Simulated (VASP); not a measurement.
# C in VASP: further runs

Runs on C. Level: r2SCAN. Tasks: relaxation of shape and atoms at fixed volume.

Program: VASP 6.6.1. These are calculated values, not measurements. Logs are shortened: lines on timing, memory, paths and dates and some standing lists are left out, and cuts for length are marked.

### 1 The cell of the first run

The structure is orthorhombic, space group Cmme (No. 67). The conventional cell has a = 2.481 Å, b = 4.296 Å, c = 7.392 Å, α = 90.00°, β = 90.00°, γ = 90.00°. C (site symmetry m) has 3 C at 1.43 Å within 1.9 Å.

### 2 Relaxation of shape and atoms at fixed volume, r2SCAN (9.85 Å³/atom)

POSCAR

```
C
1.0
    1.2404828264     -2.1480535213      0.0000000000
    1.2404828264      2.1480535213      0.0000000000
    0.0000000000      0.0000000000      7.3922804869
C
4
Direct
    0.0833274450      0.9166725550      0.7493082209
    0.5833274450      0.4166725550      0.2506917791
    0.9166725550      0.0833274450      0.2506917791
    0.4166725550      0.5833274450      0.7493082209
```

INCAR.step1

```
SYSTEM = C
PREC = Accurate
ENCUT = 600
ISMEAR = 0
SIGMA = 0.1
LREAL = .FALSE.
LASPH = .TRUE.
NELM = 100
GGA = PE
ALGO = Normal
EDIFF = 1E-4
LWAVE = .TRUE.
LCHARG = .FALSE.
```

INCAR.step2

```
SYSTEM = C
PREC = Accurate
ENCUT = 600
EDIFF = 1E-6
ISMEAR = 0
SIGMA = 0.1
LREAL = .FALSE.
LASPH = .TRUE.
NELM = 100
ALGO = Normal
ISIF = 4
LWAVE = .FALSE.
LCHARG = .FALSE.
METAGGA = R2SCAN
LMIXTAU = .TRUE.
IBRION = 2
NSW = 50
EDIFFG = -0.01
ISTART = 1
```

KPOINTS

```
Automatic mesh
0
G
  18 18 6
  0 0 0
```

Potentials or basis: VASP PAW PBE potentials, release 64 (C).

Launch:

```bash
> cat potpaw_PBE.64/C/POTCAR > POTCAR
> cp INCAR.step1 INCAR
> mpirun -np 1 vasp_std > vasp.out
> cp INCAR.step2 INCAR
> mpirun -np 1 vasp_std > vasp.out
```

OUTCAR:

```text
SYSTEM = C
   PREC = Accurate
   ENCUT = 600
   EDIFF = 1E-6
   ISMEAR = 0
   LREAL = .FALSE.
   LASPH = .TRUE.
   NELM = 100
   ISIF = 4
   METAGGA = R2SCAN
   IBRION = 2
   NSW = 50
   EDIFFG = -0.01
   ISTART = 1

 ion  position               nearest neighbor table
   1  0.083  0.917  0.749-   4 1.43   4 1.43   4 1.43
   2  0.583  0.417  0.251-   3 1.43   3 1.43   3 1.43
   3  0.917  0.083  0.251-   2 1.43   2 1.43   2 1.43
   4  0.417  0.583  0.749-   1 1.43   1 1.43   1 1.43

  LATTYP: Found a base centered orthorhombic cell.
 ALAT       =     2.4809656528
 B/A-ratio  =     1.7316269726
 C/A-ratio  =     2.9795980765

  Lattice vectors:

 A1 = (   1.2404828264,  -2.1480535213,   0.0000000000)
 A2 = (   1.2404828264,   2.1480535213,   0.0000000000)
 A3 = (   0.0000000000,   0.0000000000,   7.3922804869)

Analysis of symmetry for initial positions (statically):
=====================================================================
 Subroutine PRICEL returns:
 Original cell was already a primitive cell.

 Routine SETGRP: Setting up the symmetry group for a
 base centered orthorhombic supercell.

 Subroutine GETGRP returns: Found  8 space group operations
 (whereof  4 operations were pure point group operations)
 out of a pool of  8 trial point group operations.

The static configuration has the point symmetry C_2h.
 The point group associated with its full space group is D_2h.

Analysis of symmetry for dynamics (positions and initial velocities):
=====================================================================
 Subroutine PRICEL returns:
 Original cell was already a primitive cell.

 Routine SETGRP: Setting up the symmetry group for a
 base centered orthorhombic supercell.

 Subroutine GETGRP returns: Found  8 space group operations
 (whereof  4 operations were pure point group operations)
 out of a pool of  8 trial point group operations.

The dynamic configuration has the point symmetry C_2h.
 The point group associated with its full space group is D_2h.

 Subroutine INISYM returns: Found  8 space group operations
 (whereof  4 operations are pure point group operations),
 and found     1 'primitive' translations

----------------------------------------------------------------------------------------

[... 113 lines left out ...]
   IALGO  =     38    algorithm
   IMIX   =      4    mixing-type and parameters
     AMIX     =   0.40;   BMIX     =  1.00
     AMIX_MAG =   1.60;   BMIX_MAG =  1.00
  volume/ion in A,a.u.               =       9.85        66.46
  Fermi-wavevector in a.u.,A,eV,Ry     =   1.212365  2.291038 19.998237  1.469829
  Thomas-Fermi vector in A             =   2.347851
   LORBIT       =      0    0 simple, 1 ext, 2 COOP (PROOUT), +10 PAW based schemes
   METAGGA = R2SCAN    functional components
   LHFCALC =     F    Hartree Fock is set to
   AEXX    =    0.0000 exact exchange contribution
   IVDW    =     0    specifies the selected vdW correction
   LEPSILON=     F    determine dielectric tensor
   LRPA    =     F    only Hartree local field effects (RPA)
 conjugate gradient relaxation of ions
 non-spin polarized calculation
 Gauss-broadening in eV      SIGMA  =   0.10
  energy-cutoff  :      600.00
  volume of cell :       39.40
 maximum number of plane-waves:      1344
   NGX =  9   NGY =  9   NGZ = 29

--------------------------------------- Ionic step        1  -------------------------------------------

 number of electron      16.0000000 magnetization

 Free energy of the ion-electron system (eV)
  ---------------------------------------------------
  ext. energy  EPLUGINS =         0.00000000
  ---------------------------------------------------
  free energy    TOTEN  =       -39.73557020 eV

  energy without entropy =      -39.73510039  energy(sigma->0) =      -39.73533530

------------------------ aborting loop because EDIFF is reached ----------------------------------------

  FORCE on cell =-STRESS in cart. coord.  units (eV):
  Direction    XX          YY          ZZ          XY          YZ          ZX
  --------------------------------------------------------------------------------------
  -------------------------------------------------------------------------------------
  Total       -2.6389512     -2.6373884     -0.2335494      0.0000000     -0.0000000      0.0000000
  in kB     -107.3241991   -107.2606393     -9.4982821      0.0000000     -0.0000000      0.0000000
  external PRESSURE =     -74.6943735 kB  Pullay stress =       0.0000000 kB
[... 63 lines left out ...]
--------------------------------------- Ionic step        3  -------------------------------------------

 number of electron      15.9999999 magnetization

 Free energy of the ion-electron system (eV)
  ---------------------------------------------------
  ext. energy  EPLUGINS =         0.00000000
  ---------------------------------------------------
  free energy    TOTEN  =       -39.75638049 eV

  energy without entropy =      -39.75585765  energy(sigma->0) =      -39.75611907

 E-fermi :   3.7112     XC(G=0): -10.3164

 val. band max:        3.7095386874   @ k =   0.3333   0.3333   0.5000
 cond. band min:       3.7138513382   @ k =   0.3333   0.3333   0.5000
 fundamental gap:      0.0043126508
 Fermi energy:         3.7111787138

 k-point     1 :       0.0000    0.0000    0.0000
  band No.  band energies     occupation
      1     -17.1613      2.00000
      2     -17.0461      2.00000
      3      -4.9125      2.00000
      4      -3.8247      2.00000
      5       0.4825      2.00000
      6       0.4878      2.00000
      7       0.4912      2.00000
      8       0.4935      2.00000
      9       7.3175      0.00000
     10      12.2331      0.00000
     11      12.3863      0.00000
     12      12.4032      0.00000
[... 331 lines left out ...]
 k-point    24 :      -0.2222    0.0556    0.0000
  band No.  band energies     occupation
      1     -16.1566      2.00000
      2     -16.0486      2.00000
      3      -3.7059      2.00000
      4      -2.7572      2.00000
      5      -2.7349      2.00000
      6      -2.6632      2.00000
      7      -1.2541      2.00000
      8      -1.2483      2.00000
      9       8.5650      0.00000
     10      12.6534      0.00000
     11      12.6900      0.00000
     12      12.9052      0.00000

 [... further k-points ...]

------------------------ aborting loop because EDIFF is reached ----------------------------------------

  FORCE on cell =-STRESS in cart. coord.  units (eV):
  Direction    XX          YY          ZZ          XY          YZ          ZX
  --------------------------------------------------------------------------------------
  -------------------------------------------------------------------------------------
  Total       -0.2844702     -0.2754646     -0.2789862      0.0000000     -0.0000000      0.0000000
  in kB      -11.5691914    -11.2029420    -11.3461639      0.0000000     -0.0000000      0.0000000
  external PRESSURE =     -11.3727658 kB  Pullay stress =       0.0000000 kB
[... 19 lines left out ...]
  FREE ENERGIE OF THE ION-ELECTRON SYSTEM (eV)
  ---------------------------------------------------
  free  energy   TOTEN  =       -39.7563804892 eV

  energy  without entropy=      -39.7558576536  energy(sigma->0) =      -39.75611907

 reached required accuracy - stopping structural energy minimisation
```

OUTCAR.step1:

```text
SYSTEM = C
   PREC = Accurate
   ENCUT = 600
   ISMEAR = 0
   LREAL = .FALSE.
   LASPH = .TRUE.
[... 592 lines left out ...]
      1.24048     -0.35798      1.85318         0.000000      0.002421     -0.001187
      1.24048     -1.79007      1.85318         0.000000     -0.002421     -0.001187
      1.24048      0.35798      5.53910         0.000000     -0.002421      0.001187
 -----------------------------------------------------------------------------------
    total drift:                               -0.000000      0.000000      0.000000

  FREE ENERGIE OF THE ION-ELECTRON SYSTEM (eV)
  ---------------------------------------------------
  free  energy   TOTEN  =       -36.8910287624 eV

  energy  without entropy=      -36.8905326705  energy(sigma->0) =      -36.89078072
```

OSZICAR.step1:

```text
N       E                     dE             d eps       ncg     rms          rms(c)
DAV:   1     0.618080059019E+02    0.61808E+02   -0.88053E+03  8736   0.136E+03
DAV:   2    -0.343380999568E+02   -0.96146E+02   -0.87611E+02 12532   0.242E+02
DAV:   3    -0.391130034662E+02   -0.47749E+01   -0.47322E+01 10964   0.551E+01
DAV:   4    -0.391817425922E+02   -0.68739E-01   -0.68622E-01 10880   0.762E+00
DAV:   5    -0.391833493549E+02   -0.16068E-02   -0.16062E-02 10864   0.114E+00    0.868E+00
DAV:   6    -0.374505318591E+02    0.17328E+01   -0.16975E+00 10236   0.898E+00    0.508E+00
DAV:   7    -0.368816094696E+02    0.56892E+00   -0.19713E+00 10260   0.973E+00    0.135E+00
DAV:   8    -0.368907971572E+02   -0.91877E-02   -0.60877E-02  9980   0.172E+00    0.110E-01
DAV:   9    -0.368907357641E+02    0.61393E-04   -0.12740E-03 10948   0.292E-01    0.638E-02
DAV:  10    -0.368910296583E+02   -0.29389E-03   -0.40461E-04 10404   0.168E-01    0.313E-02
DAV:  11    -0.368910287624E+02    0.89586E-06   -0.35253E-06  7360   0.182E-02
   1 F= -.36891029E+02 E0= -.36890781E+02  d E =-.496092E-03
```

Run time: 30 min. Hardware: 1 thread of Oxide Virtual Turin-like, shared host; peak memory 0.26 GiB.

What came out:

| Quantity | Value |
| --- | --- |
| Free energy | -39.7564 eV |
| Energy gained by relaxing | 5.2 meV/atom |
| Ionic steps | 3 |
| Pressure after relaxing | -1.1 GPa |

The path:
```
step  energy change (eV)  largest force (eV/Å)  pressure (GPa)  volume (Å³)
   1              0.0000                0.0009           -7.47        39.40
   2             -0.0205                0.0013           -0.36        39.40
   3             -0.0208                0.0011           -1.14        39.40
```

Final structure:
```cif
data_structure
_symmetry_space_group_name_H-M 'P 1'
_symmetry_Int_Tables_number 1
_cell_length_a 2.4593
_cell_length_b 2.4593
_cell_length_c 7.5202
_cell_angle_alpha 90.000
_cell_angle_beta 90.000
_cell_angle_gamma 119.989
_cell_volume 39.40
loop_
_atom_site_label
_atom_site_type_symbol
_atom_site_fract_x
_atom_site_fract_y
_atom_site_fract_z
_atom_site_occupancy
C1 C 0.08333 0.91667 0.74931 1
C2 C 0.58333 0.41667 0.25069 1
C3 C 0.91667 0.08333 0.25069 1
C4 C 0.41667 0.58333 0.74931 1
```

Levels at points of the mesh, in eV from the Fermi level:
```csv
k point,band 5,band 6,band 7,band 8,band 9,band 10,band 11,band 12
"(0.00, 0.00, 0.00)",-3.23,-3.22,-3.22,-3.22,3.61,8.52,8.68,8.69
"(0.50, 0.00, 0.00)",-6.82,-6.82,-2.55,-2.55,1.86,1.86,7.73,7.73
"(0.50, 0.50, 0.00)",-6.83,-6.82,-2.88,-2.13,1.33,2.29,7.64,7.81
"(0.00, 0.00, 0.50)",-3.22,-3.22,-3.22,-3.22,5.54,5.58,8.69,8.70
"(0.50, 0.00, 0.50)",-6.82,-6.82,-2.53,-2.53,1.78,1.78,7.73,7.73
"(0.50, 0.50, 0.50)",-6.83,-6.83,-2.53,-2.52,1.77,1.78,7.72,7.72
```

Caveat: the PAW data sets were made with another functional, which shifts forces and pressure a little.

### 3 Relaxation of shape and atoms at fixed volume, r2SCAN (8.73 Å³/atom)

This run uses another cell than the first one, of 8.73 Å³/atom.

POSCAR

```
C
1.0
    1.2145893501     -2.1027921058      0.0000000000
    1.2145893501      2.1027921058      0.0000000000
    0.0000000000      0.0000000000      6.8392813996
C
4
Direct
    0.0833215637      0.9166784363      0.7499700444
    0.5833215637      0.4166784363      0.2500299556
    0.9166784363      0.0833215637      0.2500299556
    0.4166784363      0.5833215637      0.7499700444
```

INCAR.step1

```
SYSTEM = C
ALGO     = Normal         ! electronic algorithm
EDIFF    = 1E-4           ! SCF threshold, eV
ENCUT    = 600            ! plane-wave cutoff, eV
GGA      = PE             ! functional
ISMEAR   = 0              ! smearing method
LASPH    = .True.         ! aspherical terms in the spheres
LCHARG   = .False.        ! write CHGCAR
LREAL    = .False.        ! projectors in reciprocal space
LWAVE    = .True.         ! write WAVECAR
NELM     = 100            ! most SCF steps
PREC     = Accurate       ! precision mode
SIGMA    = 0.1            ! smearing width, eV
```

INCAR.step2

```
SYSTEM = C
ALGO     = Normal         ! electronic algorithm
EDIFF    = 1E-6           ! SCF threshold, eV
EDIFFG   = -0.01          ! ionic threshold
ENCUT    = 600            ! plane-wave cutoff, eV
IBRION   = 2              ! ionic algorithm
ISIF     = 4              ! what is computed and relaxed
ISMEAR   = 0              ! smearing method
ISTART   = 1            
LASPH    = .True.         ! aspherical terms in the spheres
LCHARG   = .False.        ! write CHGCAR
LMIXTAU  = .True.       
LREAL    = .False.        ! projectors in reciprocal space
LWAVE    = .False.        ! write WAVECAR
METAGGA  = R2SCAN         ! meta-GGA
NELM     = 100            ! most SCF steps
NSW      = 50             ! ionic steps
PREC     = Accurate       ! precision mode
SIGMA    = 0.1            ! smearing width, eV
```

KPOINTS

```
k-points
0
Gamma
  18 18 6
  0 0 0
```

Potentials or basis: VASP PAW PBE potentials, release 64 (C).

Launch:

```bash
> cat potpaw_PBE.64/C/POTCAR > POTCAR
> cp INCAR.step1 INCAR
> mpirun -np 1 vasp_std > vasp.out
> cp INCAR.step2 INCAR
> mpirun -np 1 vasp_std > vasp.out
```

Run time: 34 min. Hardware: 1 thread of Oxide Virtual Turin-like, shared host; peak memory 0.23 GiB.

The run converged. Its results:

| Quantity | Value |
| --- | --- |
| Free energy | -39.7482 eV |
| Energy gained by relaxing | 8.0 meV/atom |
| Ionic steps | 3 |
| Pressure after relaxing | 1.5 GPa |
| Largest force after relaxing | 0.004 eV/Å |

Forces in eV/Å, atoms in the order of the input:
```
C    0.000 -0.004  0.000
C    0.000 -0.004  0.000
C    0.000  0.004  0.000
C    0.000  0.004  0.000
```

Stress tensor (GPa, compression positive):
```
1.56 0.00 0.00
0.00 1.44 0.00
0.00 0.00 1.50
```

The path:
| step | energy change (eV) | largest force (eV/Å) | pressure (GPa) | volume (Å³) |
| --- | --- | --- | --- | --- |
| 1 | 0.0000 | 0.0010 | 10.28 | 34.94 |
| 2 | -0.0301 | 0.0050 | -0.69 | 34.94 |
| 3 | -0.0322 | 0.0039 | 1.50 | 34.94 |

Final structure:
```
CELL_PARAMETERS angstrom
1.22707 -2.12434 0.00000
1.22707 2.12434 0.00000
0.00000 0.00000 6.70104
ATOMIC_POSITIONS crystal
C 0.08331 0.91669 0.74997
C 0.58331 0.41669 0.25003
C 0.91669 0.08331 0.25003
C 0.41669 0.58331 0.74997
```

Levels at points of the mesh, in eV from the Fermi level:
```csv
k point,band 6,band 7,band 8,band 9,band 10,band 11
"(0.00, 0.00, 0.00)",-3.19,-3.18,-3.18,4.45,8.71,8.75
"(0.50, 0.00, 0.00)",-6.81,-2.64,-2.64,2.02,2.02,7.82
"(0.50, 0.50, 0.00)",-6.79,-3.24,-1.72,1.01,2.68,7.59
"(0.00, 0.00, 0.50)",-3.20,-3.19,-3.19,7.23,7.24,8.76
"(0.50, 0.00, 0.50)",-6.81,-2.54,-2.54,1.77,1.77,7.81
"(0.50, 0.50, 0.50)",-6.82,-2.53,-2.53,1.77,1.77,7.80
```

Caveat: the PAW data sets were made with another functional, which shifts forces and pressure a little.
